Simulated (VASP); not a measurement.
# K (Fm-3m) in VASP: a series of runs

K is run at these levels: r2SCAN; tasks: single point.

Everything below comes from runs of VASP 6.6.1. Logs are shortened: lines on timing, memory, paths and dates and some standing lists are left out, and cuts for length are marked.

## 1. The cell of the first run

The structure is cubic, space group Fm-3m (No. 225). The conventional cell has a = 6.459 Å, b = 6.459 Å, c = 6.459 Å, α = 90.00°, β = 90.00°, γ = 90.00°.

This isn't the form of K at room conditions, which is bcc.

## 2. Single point, r2SCAN (67.38 Å³/atom)

Input file POSCAR:

```
K
1.0
    0.0000000000      3.2297462338      3.2297462338
    3.2297462338      0.0000000000      3.2297462338
    3.2297462338      3.2297462338      0.0000000000
K
1
Direct
    0.0000000000      0.0000000000      0.0000000000
```

Input file INCAR.step1:

```
ALGO = Normal
EDIFF = 1E-4
ENCUT = 520
GGA = PE
ISMEAR = -1
LASPH = T
LCHARG = F
LREAL = F
LWAVE = T
NBANDS = 10
NELM = 80
PREC = Accurate
SIGMA = 0.1
```

Input file INCAR.step2:

```
ALGO = Normal
EDIFF = 1E-6
ENCUT = 520
ISIF = 2
ISMEAR = -1
ISTART = 1
LASPH = T
LCHARG = F
LMIXTAU = T
LREAL = F
LWAVE = F
METAGGA = R2SCAN
NBANDS = 10
NELM = 80
PREC = Accurate
SIGMA = 0.1
```

Input file KPOINTS:

```
k-points
0
Gamma
  9 9 9
```

Potentials or basis: VASP PAW PBE potentials, release 64 (K_sv).

Launch:

```console
cat potpaw_PBE.64/K_sv/POTCAR > POTCAR
cp INCAR.step1 INCAR
mpirun -np 1 vasp_std > vasp.out
cp INCAR.step2 INCAR
mpirun -np 1 vasp_std > vasp.out
```

OUTCAR:

```text
EDIFF = 1E-6
   ENCUT = 520
   ISIF = 2
   ISMEAR = -1
   ISTART = 1
   LASPH = T
   LREAL = F
   METAGGA = R2SCAN
   NELM = 80
   PREC = Accurate

 ion  position               nearest neighbor table
   1  0.000  0.000  0.000-

  LATTYP: Found a face centered cubic cell.
 ALAT       =     6.4594924676

  Lattice vectors:

 A1 = (   0.0000000000,   3.2297462338,   3.2297462338)
 A2 = (   3.2297462338,   0.0000000000,   3.2297462338)
 A3 = (   3.2297462338,   3.2297462338,   0.0000000000)

Analysis of symmetry for initial positions (statically):
=====================================================================
 Subroutine PRICEL returns:
 Original cell was already a primitive cell.

 Routine SETGRP: Setting up the symmetry group for a
 face centered cubic supercell.

 Subroutine GETGRP returns: Found 48 space group operations
 (whereof 48 operations were pure point group operations)
 out of a pool of 48 trial point group operations.

The static configuration has the point symmetry O_h .

Analysis of symmetry for dynamics (positions and initial velocities):
=====================================================================
 Subroutine PRICEL returns:
 Original cell was already a primitive cell.

 Routine SETGRP: Setting up the symmetry group for a
 face centered cubic supercell.

 Subroutine GETGRP returns: Found 48 space group operations
 (whereof 48 operations were pure point group operations)
 out of a pool of 48 trial point group operations.

The dynamic configuration has the point symmetry O_h .

 Subroutine INISYM returns: Found 48 space group operations
 (whereof 48 operations are pure point group operations),
 and found     1 'primitive' translations

----------------------------------------------------------------------------------------

                                     Primitive cell

  volume of cell :      67.3807

  direct lattice vectors                    reciprocal lattice vectors
     0.000000000  3.229746234  3.229746234    -0.154810924  0.154810924  0.154810924
     3.229746234  0.000000000  3.229746234     0.154810924 -0.154810924  0.154810924
     3.229746234  3.229746234  0.000000000     0.154810924  0.154810924 -0.154810924

  length of vectors
     4.567550927  4.567550927  4.567550927     0.268140387  0.268140387  0.268140387

  position of ions in fractional coordinates (direct lattice)
     0.000000000  0.000000000  0.000000000

  ion indices of the primitive-cell ions
   primitive index   ion index
                 1           1

----------------------------------------------------------------------------------------

 KPOINTS: k-points

Automatic generation of k-mesh.
 Grid dimensions read from file:
 generate k-points for:    9    9    9

 Generating k-lattice:

  Cartesian coordinates                     Fractional coordinates (reciprocal lattice)
    -0.017201214  0.017201214  0.017201214     0.111111111  0.000000000  0.000000000
     0.017201214 -0.017201214  0.017201214     0.000000000  0.111111111  0.000000000
     0.017201214  0.017201214 -0.017201214     0.000000000  0.000000000  0.111111111

  Length of vectors
     0.029793376  0.029793376  0.029793376

  Shift w.r.t. Gamma in fractional coordinates (k-lattice)
     0.000000000  0.000000000  0.000000000

 Subroutine IBZKPT returns following result:
 ===========================================

 Found     35 irreducible k-points:

 Following reciprocal coordinates:
            Coordinates               Weight
  0.000000  0.000000  0.000000      1.000000
  0.111111  0.000000  0.000000      8.000000
  0.222222  0.000000  0.000000      8.000000
  0.333333  0.000000  0.000000      8.000000
  0.444444  0.000000  0.000000      8.000000
  0.111111  0.111111  0.000000      6.000000
[... 16 lines left out ...]
 -0.333333  0.333333  0.000000     12.000000
  0.444444  0.444444  0.000000      6.000000
 [... further k-points ...]
   k-points           NKPTS =     35   k-points in BZ     NKDIM =     35   number of bands    NBANDS=     10
   number of dos      NEDOS =    301   number of ions     NIONS =      1
   total plane-waves  NPLWV =  46656
   dimension x,y,z NGX =    36 NGY =   36 NGZ =   36
   dimension x,y,z NGXF=    72 NGYF=   72 NGZF=   72
   ions per type =               1
   NGX,Y,Z   is equivalent  to a cutoff of  13.10, 13.10, 13.10 a.u.
   NGXF,Y,Z  is equivalent  to a cutoff of  26.21, 26.21, 26.21 a.u.
 SYSTEM =  unknown system
   PREC   = accura    normal or accurate (medium, high low for compatibility)
   ISTART =      1    job   : 0-new  1-cont  2-samecut
   ICHARG =      0    charge: 1-file 2-atom 10-const
   ISPIN  =      1    spin polarized calculation?
   LNONCOLLINEAR =      F non collinear calculations
   LSORBIT =      F    spin-orbit coupling
   LASPH  =      T    aspherical Exc in radial PAW
   ENCUT  =  520.0 eV  38.22 Ry    6.18 a.u.   8.49  8.49  8.49*2*pi/ulx,y,z
   NELM   =     80;   NELMIN=  2; NELMDL=  0     # of ELM steps
   EDIFF  = 0.1E-05   stopping-criterion for ELM
   LREAL  =      F    real-space projection
   EDIFFG = 0.1E-04   stopping-criterion for IOM
   NSW    =      0    number of steps for IOM
   IBRION =     -1    ionic relax: 0-MD 1-quasi-New 2-CG
   NFREE  =      0    steps in history (QN), initial steepest desc. (CG)
   ISIF   =      2    stress and relaxation
   ISYM   =      2    0-nonsym 1-usesym 2-fastsym
   POTIM  = 0.5000    time-step for ionic-motion
   TEBEG  =    0.0;   TEEND  =   0.0 temperature during run
   PSTRESS=    0.0 pullay stress
   NELECT =       9.0000    total number of electrons
   NUPDOWN=      -1.0000    fix difference up-down
   EMIN   =  10.00;   EMAX   =-10.00  energy-range for DOS
   EFERMI =   0.00;   METHOD = LEGACY
   ISMEAR =    -1;   SIGMA  =   0.10  broadening in eV -4-tet -1-fermi 0-gaus
   EFERMI_NEDOS =   21; number of points for ismear=-14 and -15
   IALGO  =     38    algorithm
   IMIX   =      4    mixing-type and parameters
     AMIX     =   0.40;   BMIX     =  1.00
     AMIX_MAG =   1.60;   BMIX_MAG =  1.00
  volume/ion in A,a.u.               =      67.38       454.71
  Fermi-wavevector in a.u.,A,eV,Ry     =   0.836843  1.581404  9.528242  0.700306
  Thomas-Fermi vector in A             =   1.950634
   LORBIT       =      0    0 simple, 1 ext, 2 COOP (PROOUT), +10 PAW based schemes
   METAGGA = R2SCAN    functional components
   LHFCALC =     F    Hartree Fock is set to
   AEXX    =    0.0000 exact exchange contribution
   IVDW    =     0    specifies the selected vdW correction
   LEPSILON=     F    determine dielectric tensor
   LRPA    =     F    only Hartree local field effects (RPA)
 non-spin polarized calculation
  energy-cutoff  :      520.00
  volume of cell :       67.38
 maximum number of plane-waves:      1837
 NGX is ok and might be reduce to    36
   NGX = 17   NGY = 17   NGZ = 17

 number of electron       9.0000000 magnetization

 Free energy of the ion-electron system (eV)
  ---------------------------------------------------
  ext. energy  EPLUGINS =         0.00000000
  ---------------------------------------------------
  free energy    TOTEN  =        -6.00765221 eV

  energy without entropy =       -5.98436022  energy(sigma->0) =       -5.99600621

 E-fermi :   0.1656     XC(G=0):  -6.1394

 val. band max:        0.0826033284   @ k =   0.4444   0.0000   0.0000
 cond. band min:       0.1979504932   @ k =   0.4444   0.3333   0.0000
 fundamental gap:      0.1153471647
 Fermi energy:         0.1655564482

 k-point     1 :       0.0000    0.0000    0.0000
  band No.  band energies     occupation
      1     -33.4624      2.00000
      2     -16.1273      2.00000
      3     -16.1273      2.00000
      4     -16.1273      2.00000
      5      -2.2973      2.00000
      6       4.8760      0.00000
      7       4.8760      0.00000
      8       4.8760      0.00000
      9       6.2900      0.00000
     10       6.2900      0.00000

 k-point     2 :       0.1111    0.0000    0.0000
  band No.  band energies     occupation
      1     -33.4617      2.00000
      2     -16.1385      2.00000
      3     -16.1288      2.00000
      4     -16.1288      2.00000
      5      -2.1319      2.00000
      6       4.4186      0.00000
      7       4.9365      0.00000
      8       4.9365      0.00000
      9       6.1487      0.00000
     10       6.1488      0.00000

 k-point     3 :       0.2222    0.0000    0.0000
  band No.  band energies     occupation
      1     -33.4599      2.00000
      2     -16.1664      2.00000
      3     -16.1325      2.00000
      4     -16.1324      2.00000
      5      -1.6496      2.00000
      6       3.4609      0.00000
      7       4.9649      0.00000
      8       4.9649      0.00000
      9       6.0807      0.00000
     10       6.0807      0.00000

 k-point     4 :       0.3333    0.0000    0.0000
  band No.  band energies     occupation
      1     -33.4579      2.00000
      2     -16.1979      2.00000
      3     -16.1366      2.00000
      4     -16.1366      2.00000
      5      -0.8905      1.99995
      6       2.3474      0.00000
      7       4.7902      0.00000
      8       4.7902      0.00000
      9       6.4731      0.00000
     10       6.4731      0.00000
[... 222 lines left out ...]
 k-point    22 :      -0.4444    0.3333    0.0000
  band No.  band energies     occupation
      1     -33.4547      2.00000
      2     -16.2033      2.00000
      3     -16.1741      2.00000
      4     -16.1543      2.00000
      5       1.0199      0.00039
      6       1.9137      0.00000
      7       2.4456      0.00000
      8       5.2796      0.00000
      9       5.3721      0.00000
     10       7.1341      0.00000

 k-point    23 :      -0.3333    0.3333    0.0000
  band No.  band energies     occupation
      1     -33.4549      2.00000
      2     -16.1899      2.00000
      3     -16.1891      2.00000
      4     -16.1492      2.00000
      5       1.0079      0.00044
      6       2.0308      0.00000
      7       2.1888      0.00000
      8       5.1132      0.00000
      9       5.6926      0.00000
     10       6.6985      0.00000

 k-point    24 :       0.4444    0.4444    0.0000
  band No.  band energies     occupation
      1     -33.4547      2.00000
      2     -16.2125      2.00000
      3     -16.1597      2.00000
      4     -16.1597      2.00000
      5       0.6974      0.00976
      6       2.0747      0.00000
      7       2.7104      0.00000
      8       5.7547      0.00000
      9       5.7548      0.00000
     10       7.2214      0.00000

 [... further k-points ...]
[... 5 lines left out ...]
  --------------------------------------------------------------------------------------
  -------------------------------------------------------------------------------------
  Total        0.2328863      0.2328863      0.2328863      0.0000000      0.0000000     -0.0000000
  in kB        5.5375721      5.5375721      5.5375721      0.0000000      0.0000000     -0.0000000
  external PRESSURE =       5.5375721 kB  Pullay stress =       0.0000000 kB

 VOLUME and BASIS-vectors are now :
 -----------------------------------------------------------------------------
  energy-cutoff  :      520.00
  volume of cell :       67.38
      direct lattice vectors                 reciprocal lattice vectors
     0.000000000  3.229746234  3.229746234    -0.154810924  0.154810924  0.154810924
     3.229746234  0.000000000  3.229746234     0.154810924 -0.154810924  0.154810924
     3.229746234  3.229746234  0.000000000     0.154810924  0.154810924 -0.154810924

 POSITION                                       TOTAL-FORCE (eV/Angst)
 -----------------------------------------------------------------------------------
      0.00000      0.00000      0.00000         0.000000      0.000000      0.000000
 -----------------------------------------------------------------------------------
    total drift:                               -0.000000     -0.000000     -0.000000

  FREE ENERGIE OF THE ION-ELECTRON SYSTEM (eV)
  ---------------------------------------------------
  free  energy   TOTEN  =        -6.0076522061 eV

  energy  without entropy=       -5.9843602186  energy(sigma->0) =       -5.99600621
```

Run time: 97 s. Hardware: 1 thread of AMD EPYC 7R43 (Zen 3), shared host; peak memory 0.18 GiB.

Results:

```
Free energy            : -6.0077 eV
Pressure               : 0.6 GPa
Band gap on the k mesh : zero (an odd number of electrons rules out a gap without spin polarisation)
```

Caveat: the PAW data sets were made with another functional, which shifts forces and pressure a little.

## 3. Single point, r2SCAN (70.44 Å³/atom)

This run uses another cell than the first one, of 70.44 Å³/atom.

Input file POSCAR:

```
K
1.0
    0.0000000000      3.2779585094      3.2779585094
    3.2779585094      0.0000000000      3.2779585094
    3.2779585094      3.2779585094      0.0000000000
K
1
Direct
    0.0000000000      0.0000000000      0.0000000000
```

Input file INCAR.step1:

```
SYSTEM = K
PREC = Accurate
ENCUT = 520
ISMEAR = -1
SIGMA = 0.1
LREAL = .False.
LASPH = .True.
NELM = 60
NBANDS = 10
GGA = PE
ALGO = Normal
EDIFF = 1E-4
LWAVE = .True.
LCHARG = .False.
```

Input file INCAR.step2:

```
SYSTEM = K
PREC = Accurate
ENCUT = 520
EDIFF = 1E-7
ISMEAR = -1
SIGMA = 0.1
LREAL = .False.
LASPH = .True.
NELM = 60
ALGO = Normal
ISIF = 2
LWAVE = .False.
LCHARG = .False.
METAGGA = R2SCAN
LMIXTAU = .True.
NBANDS = 10
ISTART = 1
```

Input file KPOINTS:

```
regular mesh
0
Gamma
  9 9 9
  0 0 0
```

Potentials or basis: VASP PAW PBE potentials, release 64 (K_sv).

Launch:

```console
cat potpaw_PBE.64/K_sv/POTCAR > POTCAR
cp INCAR.step1 INCAR
mpirun -np 1 vasp_std > vasp.out
cp INCAR.step2 INCAR
mpirun -np 1 vasp_std > vasp.out
```

Wall time 1.8 min (1 thread of AMD EPYC 7R43 (Zen 3), shared host); peak memory 0.18 GiB.

Results (log left out):

```
Free energy            : -6.0166 eV
Pressure               : 0.3 GPa
Band gap on the k mesh : zero (an odd number of electrons rules out a gap without spin polarisation)
```

Levels at points of the mesh, in eV from the Fermi level:
```
           k point  band 3  band 4  band 5  band 6  band 7  band 8
(0.00, 0.00, 0.00)  -16.32  -16.32   -2.40    4.67    4.67    4.67
```

Caveat: the PAW data sets were made with another functional, which shifts forces and pressure a little.

## 4. Single point, r2SCAN (73.51 Å³/atom)

This run uses another cell than the first one, of 73.51 Å³/atom.

Input file POSCAR:

```
K
1.0
    0.0000000000      3.3247928157      3.3247928157
    3.3247928157      0.0000000000      3.3247928157
    3.3247928157      3.3247928157      0.0000000000
K
1
Direct
    0.0000000000      0.0000000000      0.0000000000
```

Input file INCAR.step1:

```
PREC = Accurate
ENCUT = 520
ISMEAR = -1
SIGMA = 0.1
LREAL = F
LASPH = T
NELM = 80
NBANDS = 10
GGA = PE
ALGO = Normal
EDIFF = 1E-4
LWAVE = T
LCHARG = F
```

Input file INCAR.step2:

```
PREC = Accurate
ENCUT = 520
EDIFF = 1E-7
ISMEAR = -1
SIGMA = 0.1
LREAL = F
LASPH = T
NELM = 80
ALGO = Normal
ISIF = 2
LWAVE = F
LCHARG = F
METAGGA = R2SCAN
LMIXTAU = T
NBANDS = 10
ISTART = 1
```

Input file KPOINTS:

```
Automatic mesh
0
Gamma
  9 9 9
```

Potentials or basis: VASP PAW PBE potentials, release 64 (K_sv).

Launch:

```console
cat potpaw_PBE.64/K_sv/POTCAR > POTCAR
cp INCAR.step1 INCAR
mpirun -np 1 vasp_std > vasp.out
cp INCAR.step2 INCAR
mpirun -np 1 vasp_std > vasp.out
```

OUTCAR:

```text
PREC = Accurate
   ENCUT = 520
   EDIFF = 1E-7
   ISMEAR = -1
   LREAL = F
   LASPH = T
   NELM = 80
   ISIF = 2
   METAGGA = R2SCAN
   ISTART = 1

 ion  position               nearest neighbor table
   1  0.000  0.000  0.000-

  LATTYP: Found a face centered cubic cell.
 ALAT       =     6.6495856314

  Lattice vectors:

 A1 = (   0.0000000000,   3.3247928157,   3.3247928157)
 A2 = (   3.3247928157,   0.0000000000,   3.3247928157)
 A3 = (   3.3247928157,   3.3247928157,   0.0000000000)
[... 480 lines left out ...]
      1     -33.7089      2.00000
      2     -16.4489      2.00000
      3     -16.4101      2.00000
      4     -16.4101      2.00000
      5       0.4972      0.00933
      6       1.8077      0.00000
      7       2.5273      0.00000
      8       5.2455      0.00000
      9       5.2455      0.00000
     10       6.5349      0.00000

 [... further k-points ...]
[... 5 lines left out ...]
  --------------------------------------------------------------------------------------
  -------------------------------------------------------------------------------------
  Total        0.0687205      0.0687205      0.0687205      0.0000000     -0.0000000     -0.0000000
  in kB        1.4978674      1.4978674      1.4978674      0.0000000     -0.0000000     -0.0000000
  external PRESSURE =       1.4978674 kB  Pullay stress =       0.0000000 kB

 VOLUME and BASIS-vectors are now :
 -----------------------------------------------------------------------------
  energy-cutoff  :      520.00
  volume of cell :       73.51
      direct lattice vectors                 reciprocal lattice vectors
     0.000000000  3.324792816  3.324792816    -0.150385311  0.150385311  0.150385311
     3.324792816  0.000000000  3.324792816     0.150385311 -0.150385311  0.150385311
     3.324792816  3.324792816  0.000000000     0.150385311  0.150385311 -0.150385311

 POSITION                                       TOTAL-FORCE (eV/Angst)
 -----------------------------------------------------------------------------------
      0.00000      0.00000      0.00000         0.000000     -0.000000     -0.000000
 -----------------------------------------------------------------------------------
    total drift:                               -0.000000     -0.000000     -0.000000

  FREE ENERGIE OF THE ION-ELECTRON SYSTEM (eV)
  ---------------------------------------------------
  free  energy   TOTEN  =        -6.0216462977 eV

  energy  without entropy=       -5.9975208130  energy(sigma->0) =       -6.00958356
```

OSZICAR.step1:

```text
N       E                     dE             d eps       ncg     rms          rms(c)
DAV:   1     0.496042269556E+02    0.49604E+02   -0.35664E+03   700   0.692E+02
DAV:   2     0.612978352465E+00   -0.48991E+02   -0.48173E+02   752   0.192E+02
DAV:   3    -0.101703894523E+01   -0.16300E+01   -0.16227E+01  1094   0.288E+01
DAV:   4    -0.105829424342E+01   -0.41255E-01   -0.41222E-01   918   0.424E+00
DAV:   5    -0.105990698384E+01   -0.16127E-02   -0.16124E-02  1124   0.553E-01    0.199E+00
DAV:   6    -0.106000330889E+01   -0.96325E-04   -0.14918E-03  1026   0.237E-01    0.123E+00
DAV:   7    -0.106032925656E+01   -0.32595E-03   -0.26213E-03  1082   0.327E-01    0.528E-02
DAV:   8    -0.106038102739E+01   -0.51771E-04   -0.10876E-04   710   0.125E-01
   1 F= -.10603810E+01 E0= -.10476038E+01  d E =-.255545E-01
```

Run time: 2.4 min. Hardware: 1 thread of AMD EPYC 7R43 (Zen 3), shared host; peak memory 0.18 GiB.

What came out:

```
Free energy            : -6.0216 eV
Pressure               : 0.1 GPa
Band gap on the k mesh : zero (an odd number of electrons rules out a gap without spin polarisation)
```

Caveat: the PAW data sets were made with another functional, which shifts forces and pressure a little.

## 5. Summary

```csv
cell,gap on the mesh (eV),pressure (GPa)
"a = 4.568 Å, angles 60.0°, 1 atom",none,0.6
"a = 4.636 Å, angles 60.0°, 1 atom",none,0.3
"a = 4.702 Å, angles 60.0°, 1 atom",none,0.1
```

Alike in all rows: task single point; level r2SCAN; potentials or basis VASP PAW PBE potentials, release 64 (K_sv); no spin polarisation; k mesh 9 × 9 × 9; cutoff (eV) 520; smearing fermi-dirac 0.1 eV.

Caveats: the PAW data sets were made with another functional, which shifts forces and pressure a little.

Absolute energies hang on the potentials; compare differences alone.
